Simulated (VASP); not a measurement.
# BiTe5 (P-62m) in VASP: a series of runs

The runs below take BiTe5 through single point, relaxation of cell and atoms, with PBE.

All numbers are computed with VASP 6.6.1; they aren't measurements. Logs are shortened: lines on timing, memory, paths and dates and some standing lists are left out, and cuts for length are marked.

**1. The cell of the first run**

The structure is hexagonal, space group P-62m (No. 189). The conventional cell has a = 7.148 Å, b = 7.148 Å, c = 4.420 Å, α = 90.00°, β = 90.00°, γ = 120.00°. Within 4.5 Å of Bi (site symmetry -62m) lie 12 Te at 3.25 to 4.13 Å and 2 Bi at 4.42 Å. Te (site symmetry m2m) has 12 Te at 3.25 to 4.42 Å and 2 Bi at 3.25 Å within 4.5 Å. Within 4.5 Å of Te (site symmetry -6) lie 11 Te at 3.25 to 4.42 Å and 3 Bi at 4.13 Å.

The cell was generated, and may not be a known phase.

**2. Single point, PBE**

INCAR reads:

```
SYSTEM = BiTe5
ALGO     = Normal         ! electronic algorithm
EDIFF    = 1E-7           ! SCF threshold, eV
ENCUT    = 520            ! plane-wave cutoff, eV
GGA      = PE             ! functional
ISIF     = 2              ! what is computed and relaxed
ISMEAR   = 0              ! smearing method
LASPH    = .True.         ! aspherical terms in the spheres
LCHARG   = .False.        ! write CHGCAR
LREAL    = .False.        ! projectors in reciprocal space
LWAVE    = .False.        ! write WAVECAR
NBANDS   = 32             ! bands
NELM     = 60             ! most SCF steps
PREC     = Accurate       ! precision mode
SIGMA    = 0.1            ! smearing width, eV
```

KPOINTS reads:

```
k-points
0
Gamma
  3 3 4
  0 0 0
```

POSCAR reads:

```
BiTe5
1.0
    7.1475285930      0.0000000000      0.0000000000
   -3.5737642965      6.1899413358      0.0000000000
    0.0000000000      0.0000000000      4.4202309174
Bi Te
1 5
Direct
    0.0000000000      0.0000000000      0.5000000000
    0.0000000000      0.3338524556      0.0000000000
    0.6661475444      0.6661475444      0.0000000000
    0.3338524556      0.0000000000      0.0000000000
    0.6666666667      0.3333333333      0.5000000000
    0.3333333333      0.6666666667      0.5000000000
```

Potentials or basis: VASP PAW PBE potentials, release 64 (Bi_d, Te).

Launch:

```sh
cat potpaw_PBE.64/Bi_d/POTCAR potpaw_PBE.64/Te/POTCAR > POTCAR
mpirun -np 1 vasp_std > vasp.out
```

OUTCAR:

```text
SYSTEM = BiTe5
   EDIFF = 1E-7
   ENCUT = 520
   GGA = PE
   ISIF = 2
   ISMEAR = 0
   LASPH = .True.
   LREAL = .False.
   NELM = 60
   PREC = Accurate

 ion  position               nearest neighbor table
   1  0.000  0.000  0.500-   2 3.25   3 3.25   2 3.25   3 3.25   4 3.25   4 3.25
   2  0.000  0.334  0.000-   5 3.25   5 3.25   6 3.25   6 3.25   1 3.25   1 3.25
   3  0.666  0.666  0.000-   5 3.25   5 3.25   6 3.25   6 3.25   1 3.25   1 3.25
   4  0.334  0.000  0.000-   6 3.25   6 3.25   5 3.25   5 3.25   1 3.25   1 3.25
   5  0.667  0.333  0.500-   2 3.25   2 3.25   4 3.25   4 3.25   3 3.25   3 3.25
   6  0.333  0.667  0.500-   4 3.25   4 3.25   2 3.25   2 3.25   3 3.25   3 3.25

  LATTYP: Found a hexagonal cell.
 ALAT       =     7.1475285930
 C/A-ratio  =     0.6184278747

  Lattice vectors:

 A1 = (   7.1475285930,   0.0000000000,   0.0000000000)
 A2 = (  -3.5737642965,   6.1899413358,   0.0000000000)
 A3 = (   0.0000000000,   0.0000000000,   4.4202309174)

Analysis of symmetry for initial positions (statically):
=====================================================================
 Subroutine PRICEL returns:
 Original cell was already a primitive cell.

 Routine SETGRP: Setting up the symmetry group for a
 hexagonal supercell.

 Subroutine GETGRP returns: Found 12 space group operations
 (whereof 12 operations were pure point group operations)
 out of a pool of 24 trial point group operations.

The static configuration has the point symmetry D_3h.

Analysis of symmetry for dynamics (positions and initial velocities):
=====================================================================
 Subroutine PRICEL returns:
 Original cell was already a primitive cell.

 Routine SETGRP: Setting up the symmetry group for a
 hexagonal supercell.

 Subroutine GETGRP returns: Found 12 space group operations
 (whereof 12 operations were pure point group operations)
 out of a pool of 24 trial point group operations.

The dynamic configuration has the point symmetry D_3h.

 Subroutine INISYM returns: Found 12 space group operations
 (whereof 12 operations are pure point group operations),
 and found     1 'primitive' translations

----------------------------------------------------------------------------------------

[... 84 lines left out ...]
   EDIFF  = 0.1E-06   stopping-criterion for ELM
   LREAL  =      F    real-space projection
   EDIFFG = 0.1E-05   stopping-criterion for IOM
   NSW    =      0    number of steps for IOM
   IBRION =     -1    ionic relax: 0-MD 1-quasi-New 2-CG
   NFREE  =      0    steps in history (QN), initial steepest desc. (CG)
   ISIF   =      2    stress and relaxation
   ISYM   =      2    0-nonsym 1-usesym 2-fastsym
   POTIM  = 0.5000    time-step for ionic-motion
   TEBEG  =    0.0;   TEEND  =   0.0 temperature during run
   PSTRESS=    0.0 pullay stress
   NELECT =      45.0000    total number of electrons
   NUPDOWN=      -1.0000    fix difference up-down
   EMIN   =  10.00;   EMAX   =-10.00  energy-range for DOS
   EFERMI =   0.00;   METHOD = LEGACY
   ISMEAR =     0;   SIGMA  =   0.10  broadening in eV -4-tet -1-fermi 0-gaus
   EFERMI_NEDOS =   21; number of points for ismear=-14 and -15
   IALGO  =     38    algorithm
   IMIX   =      4    mixing-type and parameters
     AMIX     =   0.40;   BMIX     =  1.00
     AMIX_MAG =   1.60;   BMIX_MAG =  1.00
  volume/ion in A,a.u.               =      32.59       219.95
  Fermi-wavevector in a.u.,A,eV,Ry     =   1.003190  1.895754 13.692770  1.006390
  Thomas-Fermi vector in A             =   2.135726
   LORBIT       =      0    0 simple, 1 ext, 2 COOP (PROOUT), +10 PAW based schemes
   GGA     = PE    functional components
   LHFCALC =     F    Hartree Fock is set to
   AEXX    =    0.0000 exact exchange contribution
   IVDW    =     0    specifies the selected vdW correction
   LEPSILON=     F    determine dielectric tensor
   LRPA    =     F    only Hartree local field effects (RPA)
 non-spin polarized calculation
 Gauss-broadening in eV      SIGMA  =   0.10
  energy-cutoff  :      520.00
  volume of cell :      195.56
 maximum number of plane-waves:      5295
 NGX is ok and might be reduce to    54
   NGX = 27   NGY = 27   NGZ = 17

 number of electron      44.9999997 magnetization

 Free energy of the ion-electron system (eV)
  ---------------------------------------------------
  ext. energy  EPLUGINS =         0.00000000
  ---------------------------------------------------
  free energy    TOTEN  =       -18.66047521 eV

  energy without entropy =      -18.63449700  energy(sigma->0) =      -18.64748611

 E-fermi :   6.4245     XC(G=0):  -9.4533

 val. band max:        6.3878976965   @ k =   0.3333   0.0000   0.2500
 cond. band min:       6.5541691032   @ k =   0.0000   0.0000   0.5000
 fundamental gap:      0.1662714067
 Fermi energy:         6.4244670291

 k-point     1 :       0.0000    0.0000    0.0000
  band No.  band energies     occupation
      1     -16.5946      2.00000
      2     -16.5925      2.00000
      3     -16.5925      2.00000
      4     -16.5904      2.00000
      5     -16.5904      2.00000
      6      -6.9168      2.00000
[... 304 lines left out ...]
     31      12.9781      0.00000
     32      13.0001      0.00000

------------------------ aborting loop because EDIFF is reached ----------------------------------------

  FORCE on cell =-STRESS in cart. coord.  units (eV):
  Direction    XX          YY          ZZ          XY          YZ          ZX
  --------------------------------------------------------------------------------------
  -------------------------------------------------------------------------------------
  Total       -0.1919093     -0.1919093     -0.2425487      0.0000000      0.0000000      0.0000000
  in kB       -1.5722411     -1.5722411     -1.9871111      0.0000000      0.0000000      0.0000000
  external PRESSURE =      -1.7105311 kB  Pullay stress =       0.0000000 kB

 VOLUME and BASIS-vectors are now :
 -----------------------------------------------------------------------------
  energy-cutoff  :      520.00
  volume of cell :      195.56
      direct lattice vectors                 reciprocal lattice vectors
     7.147528593  0.000000000  0.000000000     0.139908499  0.080776210  0.000000000
    -3.573764296  6.189941336  0.000000000     0.000000000  0.161552420  0.000000000
     0.000000000  0.000000000  4.420230917     0.000000000  0.000000000  0.226232525

 POSITION                                       TOTAL-FORCE (eV/Angst)
 -----------------------------------------------------------------------------------
      0.00000      0.00000      2.21012        -0.000000     -0.000000      0.000000
     -1.19311      2.06653      0.00000        -0.000764      0.001324      0.000000
      2.38065      4.12341      0.00000        -0.000764     -0.001324      0.000000
      2.38622      0.00000      0.00000         0.001528     -0.000000      0.000000
      3.57376      2.06331      2.21012        -0.000000     -0.000000      0.000000
     -0.00000      4.12663      2.21012         0.000000     -0.000000      0.000000
 -----------------------------------------------------------------------------------
    total drift:                                0.000000      0.000000     -0.000000

  FREE ENERGIE OF THE ION-ELECTRON SYSTEM (eV)
  ---------------------------------------------------
  free  energy   TOTEN  =       -18.6604752084 eV

  energy  without entropy=      -18.6344970020  energy(sigma->0) =      -18.64748611
```

OSZICAR:

```text
N       E                     dE             d eps       ncg     rms          rms(c)
DAV:   1     0.314976863612E+03    0.31498E+03   -0.18435E+04   584   0.123E+03
DAV:   2     0.104135125503E+02   -0.30456E+03   -0.29293E+03   664   0.271E+02
DAV:   3    -0.177093382060E+02   -0.28123E+02   -0.27151E+02   720   0.910E+01
DAV:   4    -0.186640525789E+02   -0.95471E+00   -0.95197E+00   680   0.189E+01
DAV:   5    -0.187001309738E+02   -0.36078E-01   -0.36076E-01   864   0.367E+00    0.144E+01
DAV:   6    -0.186544345406E+02    0.45696E-01   -0.98040E-02   728   0.210E+00    0.909E+00
DAV:   7    -0.186611301544E+02   -0.66956E-02   -0.63347E-02   696   0.111E+00    0.320E-01
DAV:   8    -0.186603845596E+02    0.74559E-03   -0.43367E-03   680   0.437E-01    0.273E-01
DAV:   9    -0.186604754122E+02   -0.90853E-04   -0.79577E-04   704   0.156E-01    0.837E-02
DAV:  10    -0.186604758419E+02   -0.42971E-06   -0.52826E-05   712   0.367E-02    0.320E-02
DAV:  11    -0.186604765253E+02   -0.68343E-06   -0.12611E-05   704   0.192E-02    0.123E-02
DAV:  12    -0.186604756153E+02    0.90997E-06   -0.12078E-06   776   0.796E-03    0.363E-03
DAV:  13    -0.186604752241E+02    0.39126E-06   -0.34608E-07   672   0.262E-03    0.275E-03
DAV:  14    -0.186604752084E+02    0.15662E-07   -0.23699E-08   424   0.896E-04
   1 F= -.18660475E+02 E0= -.18647486E+02  d E =-.259782E-01
```

Run time: 40 s. Hardware: 1 thread of Intel Xeon 6975P-C (Granite Rapids), shared host; peak memory 0.32 GiB.

Results:

```
Free energy            : -18.6605 eV
Pressure               : -0.2 GPa
Band gap on the k mesh : zero (an odd number of electrons rules out a gap without spin polarisation)
```

Levels at points of the mesh, in eV from the Fermi level:
| k point | band 20 | band 21 | band 22 | band 23 | band 24 | band 25 | band 26 | band 27 |
| --- | --- | --- | --- | --- | --- | --- | --- | --- |
| (0.00, 0.00, 0.00) | -1.32 | -1.20 | -0.93 | -0.93 | -0.53 | 0.93 | 0.93 | 1.71 |
| (0.00, 0.00, 0.50) | -0.65 | -0.41 | -0.41 | -0.34 | 0.13 | 0.13 | 3.01 | 3.58 |

Caveat: spin-orbit coupling is left out, which moves the levels of the heavy elements; an odd number of electrons without spin polarisation forces a metal; a magnetic or distorted state may lie lower.

**3. Single point, PBE**

This run uses another cell than the first one, of 31.85 Å³/atom.

INCAR reads:

```
PREC = Accurate
ENCUT = 520
EDIFF = 1E-7
ISMEAR = 0
SIGMA = 0.1
LREAL = False
LASPH = True
NELM = 100
ALGO = Normal
ISIF = 2
LWAVE = False
LCHARG = True
GGA = PE
LELF = True
LVHAR = True
NBANDS = 32
```

KPOINTS reads:

```
Automatic mesh
0
Gamma
  6 6 8
```

POSCAR reads:

```
BiTe5
1.0
    7.0268928530      0.0000000000      0.0000000000
   -3.5134464265      6.0854677204      0.0000000000
    0.0000000000      0.0000000000      4.4684196767
Bi Te
1 5
Direct
    0.0000000000      0.0000000000      0.5000000000
    0.0000000000      0.3351864020      0.0000000000
    0.6648135980      0.6648135980      0.0000000000
    0.3351864020      0.0000000000      0.0000000000
    0.6666666667      0.3333333333      0.5000000000
    0.3333333333      0.6666666667      0.5000000000
```

Potentials or basis: VASP PAW PBE potentials, release 64 (Bi_d, Te).

Launch:

```sh
cat potpaw_PBE.64/Bi_d/POTCAR potpaw_PBE.64/Te/POTCAR > POTCAR
mpirun -np 1 vasp_std > vasp.out
```

Wall time 2.4 min (1 thread of Intel Xeon 6975P-C (Granite Rapids), shared host); peak memory 0.41 GiB.

It converged, with:

- Free energy: -18.8634 eV
- Pressure: -0.1 GPa
- Largest force: 0.007 eV/Å
- Band gap on the k mesh: zero (an odd number of electrons rules out a gap without spin polarisation)

Forces in eV/Å, atoms in the order of the input:
```
Bi   0.000  0.000  0.000
Te  -0.004  0.006  0.000
Te  -0.004 -0.006  0.000
Te   0.007  0.000  0.000
Te   0.000  0.000  0.000
Te   0.000  0.000  0.000
```

Levels at points of the mesh, in eV from the Fermi level:
```csv
k point,band 20,band 21,band 22,band 23,band 24,band 25,band 26,band 27
"(0.00, 0.00, 0.00)",-1.47,-1.32,-1.03,-1.03,-0.65,0.88,0.88,1.62
"(0.50, 0.00, 0.00)",-2.34,-0.78,-0.40,0.29,0.31,1.06,1.44,1.84
"(0.00, 0.00, 0.50)",-0.57,-0.32,-0.32,-0.25,0.21,0.21,3.08,3.62
"(0.50, 0.00, 0.50)",-1.43,-1.25,-0.85,-0.82,1.18,1.20,1.79,2.15
```

Caveat: spin-orbit coupling is left out, which moves the levels of the heavy elements; an odd number of electrons without spin polarisation forces a metal; a magnetic or distorted state may lie lower.

**4. Relaxation of cell and atoms, PBE**

INCAR reads:

```
PREC = Accurate
ENCUT = 600
EDIFF = 1E-6
ISMEAR = 0
SIGMA = 0.1
LREAL = F
LASPH = T
NELM = 80
ALGO = Normal
ISIF = 3
LWAVE = F
LCHARG = F
GGA = PE
IBRION = 2
NSW = 100
EDIFFG = -0.01
```

KPOINTS reads:

```
regular mesh
0
Gamma
  6 6 8
```

POSCAR reads:

```
BiTe5
1.0
    7.1475285930      0.0000000000      0.0000000000
   -3.5737642965      6.1899413358      0.0000000000
    0.0000000000      0.0000000000      4.4202309174
Bi Te
1 5
Direct
    0.0000000000      0.0000000000      0.5000000000
    0.0000000000      0.3338524556      0.0000000000
    0.6661475444      0.6661475444      0.0000000000
    0.3338524556      0.0000000000      0.0000000000
    0.6666666667      0.3333333333      0.5000000000
    0.3333333333      0.6666666667      0.5000000000
```

Launch:

```sh
cat potpaw_PBE.64/Bi_d/POTCAR potpaw_PBE.64/Te/POTCAR > POTCAR
mpirun -np 1 vasp_std > vasp.out
```

Run time: 12 min. Hardware: 1 thread of Intel Xeon 6975P-C (Granite Rapids), shared host; peak memory 0.49 GiB.

It converged, with:

```
Free energy                           : -18.8636 eV
Relaxed volume                        : 31.78 Å³/atom
Relaxed cell                          : a = 7.018 Å, b = 7.018 Å, c = 4.471 Å, α = 90.00°, β = 90.00°, γ = 120.00°
Space group after relaxing (to 0.1 Å) : P-62m (No. 189)
Energy gained by relaxing             : 2.5 meV/atom
Ionic steps                           : 12
Pressure after relaxing               : 0.0 GPa
Largest force after relaxing          : 0.008 eV/Å
Band gap on the k mesh                : zero (an odd number of electrons rules out a gap without spin polarisation)
```

Forces on the atoms (eV/Å):
```
Bi   0.000  0.000  0.000
Te  -0.004  0.007  0.000
Te  -0.004 -0.007  0.000
Te   0.008  0.000  0.000
Te   0.000  0.000  0.000
Te   0.000  0.000  0.000
```

Step by step:
| step | energy change (eV) | largest force (eV/Å) | pressure (GPa) | volume (Å³) |
| --- | --- | --- | --- | --- |
| 1 | 0.0000 | 0.0227 | -0.58 | 195.56 |
| 2 | -0.0072 | 0.0307 | 0.15 | 192.25 |
| 3 | -0.0072 | 0.0308 | 0.14 | 192.23 |
| 4 | -0.0121 | 0.0269 | 0.07 | 191.69 |
| 5 | -0.0149 | 0.0195 | -0.03 | 190.70 |
| 6 | -0.0150 | 0.0208 | -0.01 | 190.87 |
| 7 | -0.0150 | 0.0205 | -0.01 | 190.84 |
| 8 | -0.0150 | 0.0158 | 0.00 | 190.71 |
| 9 | -0.0150 | 0.0047 | 0.06 | 190.40 |
| 10 | -0.0151 | 0.0076 | 0.07 | 190.49 |
| 11 | -0.0151 | 0.0117 | 0.05 | 190.60 |
| 12 | -0.0151 | 0.0079 | 0.02 | 190.68 |

Final structure:
```yaml
crystal:
  lattice:
    - [7.01774, 0.00000, 0.00000]
    - [-3.50887, 6.07754, 0.00000]
    - [0.00000, 0.00000, 4.47068]
  atoms:
    - { symbol: Bi, position: [0.00000, 0.00000, 0.50000] }
    - { symbol: Te, position: [0.00000, 0.33520, 0.00000] }
    - { symbol: Te, position: [0.66480, 0.66480, 0.00000] }
    - { symbol: Te, position: [0.33520, 0.00000, 0.00000] }
    - { symbol: Te, position: [0.66667, 0.33333, 0.50000] }
    - { symbol: Te, position: [0.33333, 0.66667, 0.50000] }
```

Levels at points of the mesh, in eV from the Fermi level:
```csv
k point,band 20,band 21,band 22,band 23,band 24,band 25,band 26,band 27
"(0.00, 0.00, 0.00)",-1.48,-1.32,-1.03,-1.03,-0.66,0.87,0.87,1.63
"(0.50, 0.00, 0.00)",-2.35,-0.79,-0.41,0.29,0.31,1.06,1.44,1.85
"(0.00, 0.00, 0.50)",-0.56,-0.31,-0.31,-0.24,0.22,0.22,3.09,3.62
"(0.50, 0.00, 0.50)",-1.42,-1.24,-0.85,-0.82,1.19,1.20,1.79,2.16
```

Caveat: spin-orbit coupling is left out, which moves the levels of the heavy elements; an odd number of electrons without spin polarisation forces a metal; a magnetic or distorted state may lie lower.

**5. The runs side by side**

| task | cell | k mesh | cutoff (eV) | gap on the mesh (eV) | pressure (GPa) | largest force (eV/Å) |
| --- | --- | --- | --- | --- | --- | --- |
| single point | a = 7.148, b = 7.148, c = 4.420 Å, angles 90.0, 90.0, 120.0°, 6 atoms, atomic positions A | 3 × 3 × 4 | 520 | none | -0.2 | - |
| single point | a = 7.027, b = 7.027, c = 4.468 Å, angles 90.0, 90.0, 120.0°, 6 atoms, atomic positions B | 6 × 6 × 8 | 520 | none | -0.1 | 0.01 |
| relaxation of cell and atoms | relaxed from a = 7.148, b = 7.148, c = 4.420 Å, angles 90.0, 90.0, 120.0°, 6 atoms, atomic positions A | 6 × 6 × 8 | 600 | none | 0.0 | 0.01 |

Alike in all rows: level PBE; potentials or basis VASP PAW PBE potentials, release 64 (Bi_d, Te); no spin polarisation; smearing gaussian 0.1 eV.

Caveats: spin-orbit coupling is left out, which moves the levels of the heavy elements; an odd number of electrons without spin polarisation forces a metal; a magnetic or distorted state may lie lower.

Absolute energies hang on the potentials; compare differences alone.

The gap in the log of VASP goes by the Fermi energy; the results here count the filled bands.